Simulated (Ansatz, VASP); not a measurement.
# CdSe: VASP beside Ansatz

```
Cd Se
1.0
    -0.00013    3.10068    3.09981
     3.09311    0.00028    3.09939
     3.09278    3.09993    0.00061
Cd Se
1 1
Direct
  0.00006 0.99998 0.99993
  0.74994 0.75002 0.75007
```

Change from the starting cell: atom 1 moved 0.45 Å; relaxed back.

Alike in both runs: functional PBE; k mesh 8 × 8 × 8; occupations gaussian, width 0.05 eV; no spin polarisation.

Ansatz relaxed the structure, and its values are those at the end. VASP's run is a single point on that final structure, the one shown.

|  | VASP | Ansatz |
| --- | --- | --- |
| version | VASP 6.6.1 | Ansatz 0.2.0 |
| potentials or method | VASP PAW PBE potentials, release 64 (Cd, Se), cutoff 520 eV | scalar-relativistic, plane waves, PAW |
| valence electrons in the cell | 18 | 36 |

VASP gave:

| Property | Result |
| --- | --- |
| gap on the k mesh at the Fermi level (eV) | 0.49 |
| least direct gap on the mesh (eV) | 0.49 |
| pressure (GPa) | 0.3 |

Q: Estimate Ansatz's values.

A: gap on the k mesh at the Fermi level (eV): 0.49; least direct gap on the mesh (eV): 0.49; pressure (GPa): 0.0.

With one functional, cell and mesh, what is left measures potentials, basis and numerics. VASP's potentials hold 18 valence electrons a cell and Ansatz's 36, so a difference there can come from the potentials and not from the codes.
